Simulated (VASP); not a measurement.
# AlSn (P-6m2) in VASP: further runs

The runs below take AlSn through single point, with PBEsol-based screened hybrid with 25 % exact exchange, HSE06.

Everything below comes from runs of VASP 6.6.1. Logs are shortened: lines on timing, memory, paths and dates and some standing lists are left out, and cuts for length are marked.

## 1. The cell of the first run

It takes space group P-6m2 (No. 187, hexagonal). Conventional cell: a = 3.963 Å, b = 3.963 Å, c = 3.490 Å, α = 90.00°, β = 90.00°, γ = 120.00°. Within 3.8 Å of Sn (site symmetry -6m2) lie 6 Al at 2.88 Å and 2 Sn at 3.49 Å. Within 3.8 Å of Al (site symmetry -6m2) lie 6 Sn at 2.88 Å and 2 Al at 3.49 Å.

## 2. Single point, PBEsol-based screened hybrid with 25 % exact exchange

File POSCAR:

```
AlSn
1.0
    3.9628860042      0.0000000000      0.0000000000
   -1.9814430021      3.4319599520      0.0000000000
    0.0000000000      0.0000000000      3.4897333153
Sn Al
1 1
Direct
    0.3333333333      0.6666666667      0.5000000000
    0.0000000000      0.0000000000      0.0000000000
```

File INCAR.step1:

```
SYSTEM = AlSn
PREC = Accurate
ENCUT = 520
EDIFF = 1E-5
ISMEAR = -1
SIGMA = 0.05
LREAL = .FALSE.
LASPH = .TRUE.
NELM = 80
ALGO = Normal
ISIF = 2
LWAVE = .TRUE.
LCHARG = .FALSE.
GGA = PE
NBANDS = 16
```

File INCAR.step2:

```
SYSTEM = AlSn
PREC = Accurate
ENCUT = 520
EDIFF = 1E-6
ISMEAR = -1
SIGMA = 0.05
LREAL = .FALSE.
LASPH = .TRUE.
NELM = 80
ALGO = Normal
ISIF = 2
LWAVE = .FALSE.
LCHARG = .FALSE.
GGA = PS
LHFCALC = .TRUE.
AEXX = 0.25
HFSCREEN = 0.207
PRECFOCK = Normal
ISTART = 1
NBANDS = 16
```

File KPOINTS:

```
regular mesh
0
G
  4 4 4
  0 0 0
```

Potentials or basis: VASP PAW PBE potentials, release 64 (Sn_d, Al).

Command:

```
$ cat potpaw_PBE.64/Sn_d/POTCAR potpaw_PBE.64/Al/POTCAR > POTCAR
$ cp INCAR.step1 INCAR
$ mpirun -np 1 vasp_std > vasp.out
$ cp INCAR.step2 INCAR
$ mpirun -np 1 vasp_std > vasp.out
```

OUTCAR:

```text
SYSTEM = AlSn
   PREC = Accurate
   ENCUT = 520
   EDIFF = 1E-6
   ISMEAR = -1
   LREAL = .FALSE.
   LASPH = .TRUE.
   NELM = 80
   ISIF = 2
   GGA = PS
   LHFCALC = .TRUE.
   AEXX = 0.25
   HFSCREEN = 0.207
   PRECFOCK = Normal
   ISTART = 1

 ion  position               nearest neighbor table
   1  0.333  0.667  0.500-   2 2.88   2 2.88   2 2.88   2 2.88   2 2.88   2 2.88
   2  0.000  0.000  0.000-   1 2.88   1 2.88   1 2.88   1 2.88   1 2.88   1 2.88

  LATTYP: Found a hexagonal cell.
 ALAT       =     3.9628860042
 C/A-ratio  =     0.8806040122

  Lattice vectors:

 A1 = (   3.9628860042,   0.0000000000,   0.0000000000)
 A2 = (  -1.9814430021,   3.4319599520,   0.0000000000)
 A3 = (   0.0000000000,   0.0000000000,   3.4897333153)

Analysis of symmetry for initial positions (statically):
=====================================================================
 Subroutine PRICEL returns:
 Original cell was already a primitive cell.

 Routine SETGRP: Setting up the symmetry group for a
 hexagonal supercell.

 Subroutine GETGRP returns: Found 12 space group operations
 (whereof 12 operations were pure point group operations)
 out of a pool of 24 trial point group operations.

The static configuration has the point symmetry D_3h.

Analysis of symmetry for dynamics (positions and initial velocities):
=====================================================================
 Subroutine PRICEL returns:
 Original cell was already a primitive cell.

 Routine SETGRP: Setting up the symmetry group for a
 hexagonal supercell.

 Subroutine GETGRP returns: Found 12 space group operations
 (whereof 12 operations were pure point group operations)
 out of a pool of 24 trial point group operations.

The dynamic configuration has the point symmetry D_3h.

 Subroutine INISYM returns: Found 12 space group operations
 (whereof 12 operations are pure point group operations),
 and found     1 'primitive' translations

----------------------------------------------------------------------------------------

                                     Primitive cell

  volume of cell :      47.4620

  direct lattice vectors                    reciprocal lattice vectors
     3.962886004  0.000000000  0.000000000     0.252341349  0.145689346  0.000000000
    -1.981443002  3.431959952  0.000000000     0.000000000  0.291378691  0.000000000
     0.000000000  0.000000000  3.489733315     0.000000000  0.000000000  0.286554848

  length of vectors
     3.962886004  3.962886004  3.489733315     0.291378691  0.291378691  0.286554848

  position of ions in fractional coordinates (direct lattice)
     0.333333333  0.666666667  0.500000000
     0.000000000  0.000000000  0.000000000

  ion indices of the primitive-cell ions
   primitive index   ion index
                 1           1
                 2           2

----------------------------------------------------------------------------------------

 KPOINTS: regular mesh

Automatic generation of k-mesh.
 Grid dimensions read from file:
 generate k-points for:    4    4    4

 Generating k-lattice:

  Cartesian coordinates                     Fractional coordinates (reciprocal lattice)
     0.063085337  0.036422336  0.000000000     0.250000000  0.000000000  0.000000000
     0.000000000  0.072844673  0.000000000     0.000000000  0.250000000  0.000000000
     0.000000000  0.000000000  0.071638712     0.000000000  0.000000000  0.250000000

  Length of vectors
     0.072844673  0.072844673  0.071638712

  Shift w.r.t. Gamma in fractional coordinates (k-lattice)
     0.000000000  0.000000000  0.000000000

 Subroutine IBZKPT returns following result:
 ===========================================

 Found     12 irreducible k-points:

 Following reciprocal coordinates:
            Coordinates               Weight
  0.000000  0.000000  0.000000      1.000000
  0.250000  0.000000  0.000000      6.000000
  0.500000  0.000000  0.000000      3.000000
  0.250000  0.250000  0.000000      6.000000
  0.000000  0.000000  0.250000      2.000000
  0.250000  0.000000  0.250000     12.000000
  0.500000  0.000000  0.250000      6.000000
  0.250000  0.250000  0.250000     12.000000
  0.000000  0.000000  0.500000      1.000000
  0.250000  0.000000  0.500000      6.000000
  0.500000  0.000000  0.500000      3.000000
  0.250000  0.250000  0.500000      6.000000
   k-points           NKPTS =     12   k-points in BZ     NKDIM =     64   number of bands    NBANDS=     16
   number of dos      NEDOS =    301   number of ions     NIONS =      2
   total plane-waves  NPLWV =  25200
   dimension x,y,z NGX =    30 NGY =   30 NGZ =   28
   dimension x,y,z NGXF=    60 NGYF=   60 NGZF=   56
   ions per type =               1   1
   NGX,Y,Z   is equivalent  to a cutoff of  12.59, 12.59, 13.34 a.u.
   NGXF,Y,Z  is equivalent  to a cutoff of  25.17, 25.17, 26.68 a.u.
 SYSTEM =  AlSn
   PREC   = accura    normal or accurate (medium, high low for compatibility)
   ISTART =      1    job   : 0-new  1-cont  2-samecut
   ICHARG =      0    charge: 1-file 2-atom 10-const
   ISPIN  =      1    spin polarized calculation?
   LNONCOLLINEAR =      F non collinear calculations
   LSORBIT =      F    spin-orbit coupling
   LASPH  =      T    aspherical Exc in radial PAW
   ENCUT  =  520.0 eV  38.22 Ry    6.18 a.u.   7.37  7.37  6.49*2*pi/ulx,y,z
   NELM   =     80;   NELMIN=  2; NELMDL=  0     # of ELM steps
   EDIFF  = 0.1E-05   stopping-criterion for ELM
   LREAL  =      F    real-space projection
   EDIFFG = 0.1E-04   stopping-criterion for IOM
   NSW    =      0    number of steps for IOM
   IBRION =     -1    ionic relax: 0-MD 1-quasi-New 2-CG
   NFREE  =      0    steps in history (QN), initial steepest desc. (CG)
   ISIF   =      2    stress and relaxation
   ISYM   =      3    0-nonsym 1-usesym 2-fastsym
   POTIM  = 0.5000    time-step for ionic-motion
   TEBEG  =    0.0;   TEEND  =   0.0 temperature during run
   PSTRESS=    0.0 pullay stress
   NELECT =      17.0000    total number of electrons
   NUPDOWN=      -1.0000    fix difference up-down
   EMIN   =  10.00;   EMAX   =-10.00  energy-range for DOS
   EFERMI =   0.00;   METHOD = LEGACY
   ISMEAR =    -1;   SIGMA  =   0.05  broadening in eV -4-tet -1-fermi 0-gaus
   EFERMI_NEDOS =   21; number of points for ismear=-14 and -15
   IALGO  =     38    algorithm
   IMIX   =      1    mixing-type and parameters
     AMIX     =   0.40;   BMIX     =  1.00
     AMIX_MAG =   1.60;   BMIX_MAG =  1.00
  volume/ion in A,a.u.               =      23.73       160.14
  Fermi-wavevector in a.u.,A,eV,Ry     =   1.162633  2.197057 18.391190  1.351714
  Thomas-Fermi vector in A             =   2.299191
   LORBIT       =      0    0 simple, 1 ext, 2 COOP (PROOUT), +10 PAW based schemes
   GGA     = PS    functional components
   LHFCALC =     T    Hartree Fock is set to
   PRECFOCK=normal    Normal, Fast or Accurate (Low or Medium for compatibility)
   ENCUT4O =  -1.0   cutoff for four orbital integrals eV
   NKREDX  =     1    reduce k-point grid by
   NKREDY  =     1    reduce k-point grid by
   NKREDZ  =     1    reduce k-point grid by
   AEXX    =    0.2500 exact exchange contribution
   HFSCREEN=    0.2070 screening length (either q_TF or 0.3 A-1)
   HFSCREENC=   0.2070 screening length for correlation (either q_TF or 0.3 A-1)
   ENCUTFOCK=  -1.0 apply spherical cutoff to Coloumb kernel
   IVDW    =     0    specifies the selected vdW correction
   LEPSILON=     F    determine dielectric tensor
   LRPA    =     F    only Hartree local field effects (RPA)
 non-spin polarized calculation
  energy-cutoff  :      520.00
  volume of cell :       47.46
 maximum number of plane-waves:      1303
 NGX is ok and might be reduce to    30
  NGX = 24; NGY = 24; NGZ = 20

 number of electron      17.0000000 magnetization

 Free energy of the ion-electron system (eV)
  ---------------------------------------------------
  ext. energy  EPLUGINS =         0.00000000
  ---------------------------------------------------
  free energy    TOTEN  =        -8.67322529 eV

  energy without entropy =       -8.66098186  energy(sigma->0) =       -8.66710357

 E-fermi :   7.0936     XC(G=0):  -8.2543

 val. band max:        6.2879043446   @ k =   0.2500   0.2500   0.5000
 cond. band min:       7.1289074047   @ k =   0.2500   0.0000   0.2500
 fundamental gap:      0.8410030602
 Fermi energy:         7.0936074451

 k-point     1 :       0.0000    0.0000    0.0000
  band No.  band energies     occupation
      1     -16.5364      2.00000
      2     -16.4486      2.00000
      3     -16.4486      2.00000
      4     -16.4481      2.00000
      5     -16.4481      2.00000
      6      -5.2262      2.00000
[... 8 lines left out ...]
     15      19.5047      0.00000
     16      20.1983      0.00000

 k-point     2 :       0.2500    0.0000    0.0000
  band No.  band energies     occupation
      1     -16.5286      2.00000
      2     -16.4565      2.00000
      3     -16.4508      2.00000
      4     -16.4499      2.00000
      5     -16.4296      2.00000
      6      -4.3835      2.00000
[... 8 lines left out ...]
     15      17.2998      0.00000
     16      19.2993      0.00000

 k-point     3 :       0.5000    0.0000    0.0000
  band No.  band energies     occupation
      1     -16.5221      2.00000
      2     -16.4643      2.00000
      3     -16.4530      2.00000
      4     -16.4507      2.00000
      5     -16.4112      2.00000
      6      -2.6449      2.00000
[... 8 lines left out ...]
     15      19.1088      0.00000
     16      19.2936      0.00000

 k-point     4 :       0.2500    0.2500    0.0000
  band No.  band energies     occupation
      1     -16.5201      2.00000
      2     -16.4616      2.00000
      3     -16.4558      2.00000
      4     -16.4433      2.00000
      5     -16.4208      2.00000
      6      -2.8534      2.00000
[... 8 lines left out ...]
     15      16.5080      0.00000
     16      16.9872      0.00000
[... 96 lines left out ...]
 k-point    10 :       0.2500    0.0000    0.5000
  band No.  band energies     occupation
      1     -16.5049      2.00000
      2     -16.4948      2.00000
      3     -16.4457      2.00000
      4     -16.4244      2.00000
      5     -16.4083      2.00000
      6      -1.4230      2.00000
[... 8 lines left out ...]
     15      17.8370      0.00000
     16      17.9069      0.00000

 k-point    11 :       0.5000    0.0000    0.5000
  band No.  band energies     occupation
      1     -16.5180      2.00000
      2     -16.4980      2.00000
      3     -16.4506      2.00000
      4     -16.4070      2.00000
      5     -16.3954      2.00000
      6       0.1972      2.00000
[... 8 lines left out ...]
     15      21.8855      0.00000
     16      22.5115      0.00000

 k-point    12 :       0.2500    0.2500    0.5000
  band No.  band energies     occupation
      1     -16.5133      2.00000
      2     -16.5026      2.00000
      3     -16.4366      2.00000
      4     -16.4193      2.00000
      5     -16.3971      2.00000
      6       0.0266      2.00000
[... 8 lines left out ...]
     15      17.0742      0.00000
     16      22.1625      0.00000

------------------------ aborting loop because EDIFF is reached ----------------------------------------

  FORCE on cell =-STRESS in cart. coord.  units (eV):
  Direction    XX          YY          ZZ          XY          YZ          ZX
  --------------------------------------------------------------------------------------
  -------------------------------------------------------------------------------------
  Total       -0.0117240     -0.0117240     -0.0045961      0.0000000     -0.0000000      0.0000000
  in kB       -0.3957684     -0.3957684     -0.1551511      0.0000000     -0.0000000      0.0000000
  external PRESSURE =      -0.3155627 kB  Pullay stress =       0.0000000 kB

 VOLUME and BASIS-vectors are now :
 -----------------------------------------------------------------------------
  energy-cutoff  :      520.00
  volume of cell :       47.46
      direct lattice vectors                 reciprocal lattice vectors
     3.962886004  0.000000000  0.000000000     0.252341349  0.145689346  0.000000000
    -1.981443002  3.431959952  0.000000000     0.000000000  0.291378691  0.000000000
     0.000000000  0.000000000  3.489733315     0.000000000  0.000000000  0.286554848

 POSITION                                       TOTAL-FORCE (eV/Angst)
 -----------------------------------------------------------------------------------
     -0.00000      2.28797      1.74487         0.000000      0.000000      0.000000
      0.00000      0.00000      0.00000        -0.000000      0.000000      0.000000
 -----------------------------------------------------------------------------------
    total drift:                                0.000017     -0.000009      0.000000

  FREE ENERGIE OF THE ION-ELECTRON SYSTEM (eV)
  ---------------------------------------------------
  free  energy   TOTEN  =        -8.6732252883 eV

  energy  without entropy=       -8.6609818562  energy(sigma->0) =       -8.66710357
```

Wall time 17 min (1 thread of AMD EPYC, shared host); peak memory 0.24 GiB.

What came out:

- Free energy: -8.6732 eV
- Pressure: 0.0 GPa
- Band gap on the k mesh: zero (an odd number of electrons rules out a gap without spin polarisation)

Levels at points of the mesh, in eV from the Fermi level:
| k point | band 5 | band 6 | band 7 | band 8 | band 9 | band 10 | band 11 | band 12 |
| --- | --- | --- | --- | --- | --- | --- | --- | --- |
| (0.00, 0.00, 0.00) | -23.54 | -12.32 | 0.54 | 0.54 | 0.95 | 2.27 | 4.15 | 4.15 |
| (0.50, 0.00, 0.00) | -23.50 | -9.74 | -7.41 | -1.76 | 1.27 | 3.34 | 5.78 | 6.40 |
| (0.00, 0.00, 0.50) | -23.51 | -9.33 | -7.99 | 3.48 | 3.48 | 4.41 | 4.41 | 5.49 |
| (0.50, 0.00, 0.50) | -23.49 | -6.90 | -5.24 | -4.21 | -3.09 | 1.34 | 2.72 | 4.17 |

Caveat: the k points lie up to 0.46 Å⁻¹ apart, too coarse for converged energies and pressures of a metal; the PAW data sets were made with another functional, which shifts forces and pressure a little; spin-orbit coupling is left out, which moves the levels of the heavy elements.

[end of part 1 of 2]

The gap in the log of VASP goes by the Fermi energy; the results here count the filled bands.